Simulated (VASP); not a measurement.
A run of VASP 6.6.1 is set up as follows.

Contents of INCAR:

```
PREC = Accurate
ENCUT = 520
EDIFF = 1E-7
ISMEAR = -1
SIGMA = 0.2068
LREAL = Auto
LASPH = True
NELM = 80
ALGO = Normal
ISIF = 2
LWAVE = False
LCHARG = False
GGA = PE
NBANDS = 46
ISYM = 0
```

Contents of KPOINTS:

```
Automatic mesh
0
Gamma
  1 1 1
  0.25 0.25 0.25
```

The input POSCAR:

```
C
1.0
    5.4696720000     -0.0080320000      0.0476870000
   -0.0080320000      5.1910130000      0.0535580000
    0.0476870000      0.0535580000      5.3543890000
C
16
Direct
    0.6873465253      0.3170010522      0.6724706711
   -0.0163234852      0.7528873183      0.2537442235
    0.1331412037      0.1378568867      0.5048451945
    0.3441452855      0.2304172636      0.3652332798
    0.8382239341      0.8576817554      0.6529644925
    0.9516229582      0.9466687592      0.4519511508
    0.8642674446      0.5292627212      0.7055926317
    0.4737602157      0.6457663577      0.4072348576
    0.2649471520      0.4192908393     -0.0519276641
    0.4111170425      0.2447501485      0.1043147469
    0.6886499781      0.0287454313      0.7952561535
    0.1055925088      0.3405101631      0.7257447239
    0.4911435459      0.4184308284      0.5294259568
    0.7180904018      0.7887414480      0.1879381585
    0.5988141580      0.0424394033      1.0543930185
    0.1935089303      0.6207069839      0.1798842622
```

Potentials or basis: VASP PAW PBE potentials, release 64 (C).

Run with:

```sh
$ cat potpaw_PBE.64/C/POTCAR > POTCAR
$ mpirun -np 1 vasp_std > vasp.out
```

Q: Predict the largest force.

A: 8.700 eV/Å.

Q: Estimate the pressure.

A: -20.4 GPa.

Stress tensor (GPa, compression positive):
```
-19.24  10.29  -6.12
 10.29 -32.28  -7.23
 -6.12  -7.23  -9.72
```

Caveat: the k points lie up to 1.21 Å⁻¹ apart.
